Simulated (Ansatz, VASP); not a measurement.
# HfN: VASP beside Ansatz

The input INCAR:

```
ALGO     = Normal         # electronic algorithm
EDIFF    = 1E-7           # SCF threshold, eV
ENCUT    = 520            # plane-wave cutoff, eV
ISIF     = 2              # what is computed and relaxed
ISMEAR   = 0              # smearing method
LASPH    = True           # aspherical terms in the spheres
LCHARG   = True           # write CHGCAR
LELF     = True           # ELF
LREAL    = False          # projectors in reciprocal space
LVHAR    = True         
LWAVE    = False          # write WAVECAR
NBANDS   = 14             # bands
NELM     = 100            # most SCF steps
PREC     = Accurate       # precision mode
SIGMA    = 0.15           # smearing width, eV
```

Contents of KPOINTS:

```
k-points
0
Gamma
  18 18 18
```

Contents of POSCAR:

```
HfN
1.0
    0.0000000000      2.3233347065      2.2339756793
    2.3233347065      0.0000000000      2.2339756793
    2.3233347065      2.3233347065      0.0000000000
Hf N
1 1
Direct
   -0.0015807754      0.0015807754      0.0015807754
    0.5201434601      0.4798565399      0.4798565399
```

Input for Ansatz:

```yaml
crystal:
  lattice:
    - [0.0, 2.3233347065, 2.2339756793]
    - [2.3233347065, 0.0, 2.2339756793]
    - [2.3233347065, 2.3233347065, 0.0]
  atoms:
    - { symbol: Hf, position: [-0.0015807754, 0.0015807754, 0.0015807754] }
    - { symbol: "N", position: [0.5201434601, 0.4798565399, 0.4798565399] }
basis:
  ecutwfc: 520.0
kpoints:
  mp_grid: { grid: [18, 18, 18] }
hamiltonian:
  xc: lda
  pseudopotentials: { kind: paw, azcp: { folder: soft_1 } }
scf:
  occupations: { method: gaussian, width: 0.15 }
output:
  forces: true
  stress: true
  eigenvalues: true
```

Change from the starting cell: mode 4 frozen in at -0.090 Å, equal normal strain along x and y +0.0400.

Alike in both runs: task single point; functional LDA; k mesh 18 × 18 × 18; occupations gaussian, width 0.15 eV; no spin polarisation.

```csv
,VASP,Ansatz
version,VASP 6.6.1,Ansatz 0.2.0
potentials or method,"VASP PAW LDA potentials, release 64 (Hf_pv, N), cutoff 520 eV","scalar-relativistic, plane waves, PAW"
valence electrons in the cell,15,31
```

|  | VASP | Ansatz | Ansatz less VASP |
| --- | --- | --- | --- |
| gap on the k mesh at the Fermi level (eV) | none | none | - |
| pressure (GPa) | -19.3 | -18.1 | +1.21 |
| traceless stress, the component that is largest in VASP (GPa) | 9.35 | 9.33 | -0.020 |
| rms of the force components (eV/Å) | 0.460 | 0.455 | -0.0050 |

Ansatz warns that its potentials were made for another functional, while VASP's fit it. LDA's correlation is that of Perdew and Zunger in VASP and of Perdew and Wang (1992) in Ansatz. Atom by atom the forces differ by 0.005 eV/Å (rms over components). A gap of «none» marks a metal or a gap that the smearing closes. VASP's potentials hold 15 valence electrons a cell and Ansatz's 31, so a difference there can come from the potentials and not from the codes.

Spin-orbit coupling is off throughout.
